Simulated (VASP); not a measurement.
Input of a VASP 6.6.1 run:

Contents of INCAR:

```
SYSTEM = Ga27As27H
PREC = Accurate ; ENCUT = 520
EDIFF = 1E-6 ; ISMEAR = 0
SIGMA = 0.05 ; LREAL = Auto
LASPH = .TRUE. ; NELM = 150
ALGO = Normal ; ISIF = 2
LWAVE = .FALSE. ; LCHARG = .FALSE.
ISPIN = 2 ; MAGMOM = 0 0 0.5 0 0 0 0 0 0 0 0 0 0 0 0 0 0 0 0.5 0 0 0 0 0 0 0 0 0 0 0 0 0 0 0 0 0 0 0 0 0 0 0 0 0 0 0 0 0.5 0 0 0 0 0 0 0.5
LORBIT = 11 ; GGA = PE
NBANDS = 280 ; NCORE = 4
```

File KPOINTS:

```
Automatic mesh
0
G
  1 1 1
  0 0 0
```

Contents of POSCAR:

```
Ga27As27H
1.0
    0.0000000000      8.4805500000      8.4805500000
    8.4805500000      0.0000000000      8.4805500000
    8.4805500000      8.4805500000      0.0000000000
Ga As H
27 27 1
Direct
   -0.0017217110      0.0063035651     -0.0011347560
   -0.0015626584      0.0062336559      0.3313567977
    0.0137404170     -0.0018891066      0.6615869876
   -0.0023706667      0.3408974211     -0.0018555434
    0.0000300088      0.3386655503      0.3317487315
   -0.0001162282      0.3387181662      0.6645349744
   -0.0018221712      0.6735706091     -0.0014371688
   -0.0021073619      0.6727191971      0.3322302091
   -0.0018989899      0.6734737714      0.6646360320
    0.3309478255      0.0062357018     -0.0011224494
    0.3334560291      0.0019852341      0.3341486399
    0.3335147922      0.0019539237      0.6653500242
    0.3311130896      0.3388607401      0.0004803758
    0.3319050421      0.3381227209      0.3324120098
    0.3312179901      0.3386433903      0.6645069389
    0.3314473918      0.6727383581     -0.0016268716
    0.3316702132      0.6728398967      0.3320570087
    0.3394656911      0.6624030781      0.6666025520
    0.6609349320     -0.0018357895      0.0142902621
    0.6647516979      0.0020098940      0.3341244754
    0.6609637525     -0.0018610473      0.6615341970
    0.6640574511      0.3386334641      0.0005648110
    0.6639809621      0.3386981920      0.3317422079
    0.6696399789      0.3250894904      0.6701102650
    0.6641097609      0.6737090573     -0.0014621825
    0.6659842349      0.6624422136      0.3400726509
    0.6659681569      0.6623879686      0.6664036360
    0.0810244598      0.0909220287      0.0814413813
    0.0839905901      0.0888897743      0.4132392219
    0.0840335262      0.0889531642      0.7487736923
    0.0811161608      0.4237610777      0.0817491839
    0.0822853038      0.4226839058      0.4150090705
    0.0812305413      0.4236814160      0.7481934494
    0.0813426125      0.7567648111      0.0821298299
    0.0815684221      0.7566911711      0.4146845150
    0.0917194091      0.7465064084      0.7482518021
    0.4125842644      0.0890260469      0.0845942641
    0.4154157140      0.0875543446      0.4159801793
    0.4126637005      0.0888745013      0.7487929147
    0.4145031373      0.4226947343      0.0827820823
    0.4144422219      0.4227535402      0.4149255313
    0.4218512040      0.4101899137      0.7514116736
    0.4141414422      0.7566733480      0.0819237522
    0.4173490063      0.7507644836      0.4179369618
    0.4173556030      0.7507502426      0.7489244212
    0.7481609428      0.0888815164      0.0846499179
    0.7483008135      0.0888914887      0.4132059481
    0.7785321427     -0.0018144496      0.7791224595
    0.7476456210      0.4238545198      0.0817582738
    0.7509372176      0.4101998311      0.4223392882
    0.7508597300      0.4101916499      0.7515088969
    0.7478331957      0.7465866322      0.0922638463
    0.7484287635      0.7508359669      0.4178277647
    0.7477935533      0.7465840008      0.7482406195
    0.8316428574      0.8387956491      0.8323077403
```

Potentials or basis: VASP PAW PBE potentials, release 64 (Ga_d, As, H).

The run is started by

```sh
$ cat potpaw_PBE.64/Ga_d/POTCAR potpaw_PBE.64/As/POTCAR potpaw_PBE.64/H/POTCAR > POTCAR
$ mpirun -np 4 vasp_gam > vasp.out
```

(1) Estimate the pressure.

(2) What does it give for the largest force?

(3) What does it give for the net moment?

Results:

(1) 5.7 GPa.

(2) 0.073 eV/Å.

(3) 0.73 μB per cell.

Caveat: the k points lie up to 0.64 Å⁻¹ apart.
